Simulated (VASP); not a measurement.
# Be16H (a cell with a defect) in VASP: a series of runs, part 2 of 2

VASP 6.6.1. Earlier steps stand in the parts before.

## Step 3: Single point, PBE

Contents of INCAR:

```
SYSTEM = Be16H
PREC = Accurate
ENCUT = 520
EDIFF = 1E-7
ISMEAR = 0
SIGMA = 0.1
LREAL = Auto
LASPH = .TRUE.
NELM = 100
ALGO = Normal
ISIF = 2
LWAVE = .FALSE.
LCHARG = .FALSE.
GGA = PE
NBANDS = 30
```

Contents of KPOINTS:

```
regular mesh
0
G
  5 5 3
  0 0 0
```

Contents of POSCAR:

```
Be16H
1.0
   -2.2900000000     -3.9663960000      0.0000000000
    3.4350000000     -1.9831980000      0.0000000000
    0.0000000000      0.0000000000      7.1768600000
Be H
16 1
Direct
    0.7498142406      0.4974444283     -0.0010310916
    0.5129011955      0.3289670270      0.2501072893
    0.7498141022      0.4974452093      0.5012453914
    0.5016608583      0.3346268896      0.7501061746
    0.5054409259     -0.0034690771     -0.0052006030
    0.2625133864      0.8126505545      0.2501079859
    0.5054399376     -0.0034726471      0.5054151816
    0.2507180991      0.8376691257      0.7501078466
    0.2521227609      0.5071744170     -0.0059202771
   -0.0156563590      0.3568011464      0.2501082646
    0.2521211098      0.5071741896      0.5061345770
    0.0006594488      0.3349697635      0.7501079859
   -0.0005298773     -0.0017937173     -0.0045872429
    0.7469060366      0.8355519137      0.2501072893
   -0.0005313686     -0.0017932559      0.5048027968
    0.7520014204      0.8288807140      0.7501074286
    0.2350706470      0.1645734445      0.2501220590
```

Potentials or basis: VASP PAW PBE potentials, release 64 (Be, H).

On the command line:

```console
$ cat potpaw_PBE.64/Be/POTCAR potpaw_PBE.64/H/POTCAR > POTCAR
$ mpirun -np 1 vasp_std > vasp.out
```

OUTCAR:

```text
SYSTEM = Be16H
   PREC = Accurate
   ENCUT = 520
   EDIFF = 1E-7
   ISMEAR = 0
   LREAL = Auto
   LASPH = .TRUE.
   NELM = 100
   ISIF = 2
   GGA = PE

 ion  position               nearest neighbor table
   1  0.750  0.497  0.999-  10 2.17   2 2.21   4 2.21  16 2.22  12 2.22  14 2.25   5 2.27   9 2.28
                             5 2.28  13 2.29  13 2.29   9 2.30
   2  0.513  0.329  0.250-  17 1.43  10 2.16   3 2.21   1 2.21  14 2.23   6 2.24   5 2.26   7 2.26
                            14 2.28   9 2.30  11 2.30   6 2.35
   3  0.750  0.497  0.501-  10 2.17   2 2.21   4 2.21  16 2.22  12 2.22  14 2.25   7 2.27  11 2.28
                             7 2.28  15 2.29  15 2.29  11 2.30
   4  0.502  0.335  0.750-  11 2.20   9 2.20   7 2.21   5 2.21   3 2.21   1 2.21  16 2.27   8 2.28
                            12 2.29  12 2.29   8 2.30  16 2.31
   5  0.505  0.997  0.995-  16 2.19   8 2.20   4 2.21  14 2.23   2 2.26   9 2.26  13 2.26   6 2.26
                             1 2.27   1 2.28  13 2.32   9 2.33
   6  0.263  0.813  0.250-  17 1.40  11 2.20   9 2.20  10 2.21  14 2.22   2 2.24   7 2.26   5 2.26
                            13 2.31  15 2.31   2 2.35  14 2.36
   7  0.505  0.997  0.505-  16 2.19   8 2.20   4 2.21  14 2.23   2 2.26  11 2.26  15 2.26   6 2.26
                             3 2.27   3 2.28  15 2.32  11 2.33
   8  0.251  0.838  0.750-   9 2.19  11 2.19  13 2.20  15 2.20   7 2.20   5 2.20  12 2.28   4 2.28
                            16 2.28  16 2.30  12 2.30   4 2.30
   9  0.252  0.507  0.994-   8 2.19   4 2.20   6 2.20  12 2.20   5 2.26  13 2.27   1 2.28  10 2.29
                             1 2.30   2 2.30  13 2.33   5 2.33
  10  0.984  0.357  0.250-  17 1.38   2 2.16   3 2.17   1 2.17  14 2.19   6 2.21  11 2.29   9 2.29
                            15 2.32  13 2.32  14 2.34
  11  0.252  0.507  0.506-   8 2.19   4 2.20   6 2.20  12 2.20   7 2.26  15 2.27   3 2.28  10 2.29
                             3 2.30   2 2.30  15 2.33   7 2.33
  12  0.001  0.335  0.750-   9 2.20  11 2.20  13 2.21  15 2.21   1 2.22   3 2.22  16 2.27   8 2.28
                             4 2.29   4 2.29   8 2.30  16 2.31
  13  0.999  0.998  0.995-   8 2.20  16 2.20  12 2.21  14 2.26   5 2.26   9 2.27   1 2.29   1 2.29
                             6 2.31  10 2.32   5 2.32   9 2.33
  14  0.747  0.836  0.250-  10 2.19   6 2.22   2 2.23   7 2.23   5 2.23   3 2.25   1 2.25  13 2.26
                            15 2.26   2 2.28  10 2.34   6 2.36
  15  0.999  0.998  0.505-   8 2.20  16 2.20  12 2.21  14 2.26   7 2.26  11 2.27   3 2.29   3 2.29
                             6 2.31  10 2.32   7 2.32  11 2.33
  16  0.752  0.829  0.750-   7 2.19   5 2.19  15 2.20  13 2.20   1 2.22   3 2.22  12 2.27   4 2.27
                             8 2.28   8 2.30  12 2.31   4 2.31
  17  0.235  0.165  0.250-  10 1.38   6 1.40   2 1.43

  LATTYP: Found a simple orthorhombic cell.
 ALAT       =     3.9663962620
 B/A-ratio  =     1.1547004875
 C/A-ratio  =     1.8094157835

  Lattice vectors:

 A1 = (  -3.4350000000,   1.9831980000,   0.0000000000)
 A2 = (  -2.2900000000,  -3.9663960000,   0.0000000000)
 A3 = (   0.0000000000,   0.0000000000,   7.1768600000)

Analysis of symmetry for initial positions (statically):
=====================================================================
 Subroutine PRICEL returns:
 Original cell was already a primitive cell.

 Routine SETGRP: Setting up the symmetry group for a
 simple orthorhombic supercell.

 Subroutine GETGRP returns: Found  1 space group operations
 (whereof  1 operations were pure point group operations)
 out of a pool of  8 trial point group operations.

The static configuration has the point symmetry C_1 .

Analysis of symmetry for dynamics (positions and initial velocities):
=====================================================================
 Subroutine PRICEL returns:
 Original cell was already a primitive cell.

 Routine SETGRP: Setting up the symmetry group for a
 simple orthorhombic supercell.
[... 125 lines left out ...]
 SYSTEM =  Be16H
   PREC   = accura    normal or accurate (medium, high low for compatibility)
   ISTART =      0    job   : 0-new  1-cont  2-samecut
   ICHARG =      2    charge: 1-file 2-atom 10-const
   ISPIN  =      1    spin polarized calculation?
   LNONCOLLINEAR =      F non collinear calculations
   LSORBIT =      F    spin-orbit coupling
   LASPH  =      T    aspherical Exc in radial PAW
   ENCUT  =  520.0 eV  38.22 Ry    6.18 a.u.   8.52  7.37 13.34*2*pi/ulx,y,z
   NELM   =    100;   NELMIN=  2; NELMDL= -5     # of ELM steps
   EDIFF  = 0.1E-06   stopping-criterion for ELM
   LREAL  =      T    real-space projection
   EDIFFG = 0.1E-05   stopping-criterion for IOM
   NSW    =      0    number of steps for IOM
   IBRION =     -1    ionic relax: 0-MD 1-quasi-New 2-CG
   NFREE  =      0    steps in history (QN), initial steepest desc. (CG)
   ISIF   =      2    stress and relaxation
   ISYM   =      2    0-nonsym 1-usesym 2-fastsym
   POTIM  = 0.5000    time-step for ionic-motion
   TEBEG  =    0.0;   TEEND  =   0.0 temperature during run
   PSTRESS=    0.0 pullay stress
   NELECT =      33.0000    total number of electrons
   NUPDOWN=      -1.0000    fix difference up-down
   EMIN   =  10.00;   EMAX   =-10.00  energy-range for DOS
   EFERMI =   0.00;   METHOD = LEGACY
   ISMEAR =     0;   SIGMA  =   0.10  broadening in eV -4-tet -1-fermi 0-gaus
   EFERMI_NEDOS =   21; number of points for ismear=-14 and -15
   IALGO  =     38    algorithm
   IMIX   =      4    mixing-type and parameters
     AMIX     =   0.40;   BMIX     =  1.00
     AMIX_MAG =   1.60;   BMIX_MAG =  1.00
  volume/ion in A,a.u.               =       7.67        51.75
  Fermi-wavevector in a.u.,A,eV,Ry     =   1.035573  1.956950 14.591049  1.072412
  Thomas-Fermi vector in A             =   2.169923
   LORBIT       =      0    0 simple, 1 ext, 2 COOP (PROOUT), +10 PAW based schemes
   GGA     = PE    functional components
   LHFCALC =     F    Hartree Fock is set to
   AEXX    =    0.0000 exact exchange contribution
   IVDW    =     0    specifies the selected vdW correction
   LEPSILON=     F    determine dielectric tensor
   LRPA    =     F    only Hartree local field effects (RPA)
 non-spin polarized calculation
 Gauss-broadening in eV      SIGMA  =   0.10
  energy-cutoff  :      520.00
  volume of cell :      130.38
 maximum number of plane-waves:      3529
 NGX is ok and might be reduce to    36
   NGX = 17   NGY = 15   NGZ = 27

 number of electron      33.0000000 magnetization

 Free energy of the ion-electron system (eV)
  ---------------------------------------------------
  ext. energy  EPLUGINS =         0.00000000
  ---------------------------------------------------
  free energy    TOTEN  =       -61.26904773 eV

  energy without entropy =      -61.25825116  energy(sigma->0) =      -61.26364944

 E-fermi :   7.1581     XC(G=0): -10.5798

 val. band max:        7.1355809312   @ k =   0.4000   0.4000   0.0000
 cond. band min:       7.1786807455   @ k =   0.0000   0.2000   0.0000
 fundamental gap:      0.0430998143
 Fermi energy:         7.1580775252

 k-point     1 :       0.0000    0.0000    0.0000
  band No.  band energies     occupation
      1      -4.9987      2.00000
      2      -2.9039      2.00000
      3      -2.1891      2.00000
      4      -0.2979      2.00000
      5       0.9634      2.00000
      6       1.5011      2.00000
[... 733 lines left out ...]
     27      12.0217      0.00000
     28      12.4381      0.00000

 [... further k-points ...]

 [bands above 28 left out]

------------------------ aborting loop because EDIFF is reached ----------------------------------------

  FORCE on cell =-STRESS in cart. coord.  units (eV):
  Direction    XX          YY          ZZ          XY          YZ          ZX
  --------------------------------------------------------------------------------------
  -------------------------------------------------------------------------------------
  Total        1.1208289      1.0606156      1.8284655      0.7352146     -0.0001684     -0.0000474
  in kB       13.7738032     13.0338460     22.4699102      9.0350106     -0.0020691     -0.0005820
  external PRESSURE =      16.4258531 kB  Pullay stress =       0.0000000 kB

 VOLUME and BASIS-vectors are now :
 -----------------------------------------------------------------------------
  energy-cutoff  :      520.00
  volume of cell :      130.38
      direct lattice vectors                 reciprocal lattice vectors
    -2.290000000 -3.966396000  0.000000000    -0.109170306 -0.189088533  0.000000000
     3.435000000 -1.983198000  0.000000000     0.218340611 -0.126059022  0.000000000
     0.000000000  0.000000000  7.176860000     0.000000000  0.000000000  0.139336702

 POSITION                                       TOTAL-FORCE (eV/Angst)
 -----------------------------------------------------------------------------------
     -0.00835     -3.96059      7.16946        -0.000557     -0.001578      0.001819
     -0.04454     -2.68678      1.79499         0.015524     -0.050779     -0.000191
     -0.00835     -3.96059      3.59737        -0.000673     -0.001563     -0.001797
      0.00064     -2.65342      5.38341        -0.000025     -0.001368      0.000076
      2.26562     -3.98110      7.13954         0.002278      0.000826     -0.000871
      2.19030     -2.65288      1.79499        -0.018274      0.046575     -0.000335
[... 9 lines left out ...]
      1.12512     -4.62657      5.38342         0.001134      0.000364      0.000054
      0.02700     -1.25876      1.79509         0.035492      0.001876      0.000231
 -----------------------------------------------------------------------------------
    total drift:                                0.000014      0.000150      0.000141

  FREE ENERGIE OF THE ION-ELECTRON SYSTEM (eV)
  ---------------------------------------------------
  free  energy   TOTEN  =       -61.2690477302 eV

  energy  without entropy=      -61.2582511551  energy(sigma->0) =      -61.26364944
```

It took 2.3 min on 1 thread of Intel Xeon 6975P-C (Granite Rapids), shared host; peak memory 0.27 GiB.

Results:

```
Free energy   : -61.2690 eV
Pressure      : 1.6 GPa
Largest force : 0.053 eV/Å
```

Forces in eV/Å, atoms in the order of the input:
```
Be  -0.001 -0.002  0.002
Be   0.016 -0.051  0.000
Be  -0.001 -0.002 -0.002
Be   0.000 -0.001  0.000
Be   0.002  0.001 -0.001
Be  -0.018  0.047  0.000
Be   0.002  0.001  0.001
Be   0.000 -0.003  0.000
Be  -0.002  0.000  0.001
Be  -0.026  0.018  0.000
Be  -0.002  0.000 -0.001
Be   0.000  0.000  0.000
Be   0.001 -0.001  0.004
Be  -0.010 -0.009  0.000
Be   0.001 -0.001 -0.004
Be   0.001  0.000  0.000
H    0.035  0.002  0.000
```

Stress tensor (GPa, compression positive):
```
1.38 0.90 0.00
0.90 1.30 0.00
0.00 0.00 2.25
```

## Step 4: Single point, PBE

Contents of INCAR:

```
SYSTEM = Be16H
ALGO = Normal
EDIFF = 1E-6
ENCUT = 520
GGA = PE
ISIF = 2
ISMEAR = 0
LASPH = .TRUE.
LCHARG = .TRUE.
LELF = .TRUE.
LREAL = Auto
LVHAR = .TRUE.
LWAVE = .FALSE.
NBANDS = 30
NELM = 60
PREC = Accurate
SIGMA = 0.1
```

Contents of KPOINTS:

```
k-points
0
G
  5 5 3
  0 0 0
```

Contents of POSCAR:

```
Be16H
1.0
   -2.2900000000     -3.9663960000      0.0000000000
    3.4350000000     -1.9831980000      0.0000000000
    0.0000000000      0.0000000000      7.1768600000
Be H
16 1
Direct
    0.7501325080      0.4980417593     -0.0015048364
    0.5107924025      0.3307768855      0.2529918377
    0.7499157885      0.4986128546      0.5012583498
    0.5014050907      0.3347052861      0.7499462160
    0.5079245344     -0.0059670499     -0.0054767684
    0.2587106031      0.8196379276      0.2538309233
    0.5032143573     -0.0019904285      0.5025003971
    0.2507512197      0.8385261407      0.7485247030
    0.2522085034      0.5100959164     -0.0046810165
   -0.0114242659      0.3504446670      0.2544906826
    0.2516979373      0.5021986248      0.5046563539
    0.0005973888      0.3351211122      0.7505226520
   -0.0030459948     -0.0042443459     -0.0042908737
    0.7475433744      0.8335113035      0.2493098653
    0.0004510839     -0.0009001508      0.5023327751
    0.7516116799      0.8288040020      0.7468961356
    0.2375182071      0.1690429969      0.1872348074
```

On the command line:

```console
$ cat potpaw_PBE.64/Be/POTCAR potpaw_PBE.64/H/POTCAR > POTCAR
$ mpirun -np 1 vasp_std > vasp.out
```

It took 2 min on 1 thread of Intel Xeon 6975P-C (Granite Rapids), shared host; peak memory 0.27 GiB.

Results (log left out):

| Item | Value |
| --- | --- |
| Free energy | -61.5091 eV |
| Pressure | 0.8 GPa |
| Largest force | 0.820 eV/Å |

Forces on the atoms (eV/Å):
```
Be   0.000 -0.007  0.046
Be   0.028 -0.022  0.096
Be   0.006 -0.006  0.050
Be   0.001  0.001  0.051
Be  -0.025 -0.007  0.048
Be   0.059  0.030  0.106
Be   0.018  0.012  0.011
Be   0.003 -0.005  0.030
Be   0.017 -0.008  0.068
Be  -0.067  0.016  0.109
Be  -0.033  0.023  0.031
Be  -0.001  0.000  0.055
Be  -0.005  0.031  0.056
Be  -0.024 -0.006  0.042
Be   0.001 -0.010  0.014
Be   0.001  0.003  0.007
H    0.022 -0.043 -0.818
```

Stress tensor (GPa, compression positive):
```
 0.68  1.17  0.05
 1.17  1.24 -0.03
 0.05 -0.03  0.41
```

Levels at points of the mesh, in eV from the Fermi level:
```tsv
k point	band 12	band 13	band 14	band 15	band 16	band 17	band 18	band 19	band 20	band 21
(0.00, 0.00, 0.00)	-4.14	-3.99	-3.58	-0.49	0.19	0.43	0.77	0.88	1.10	1.18
```
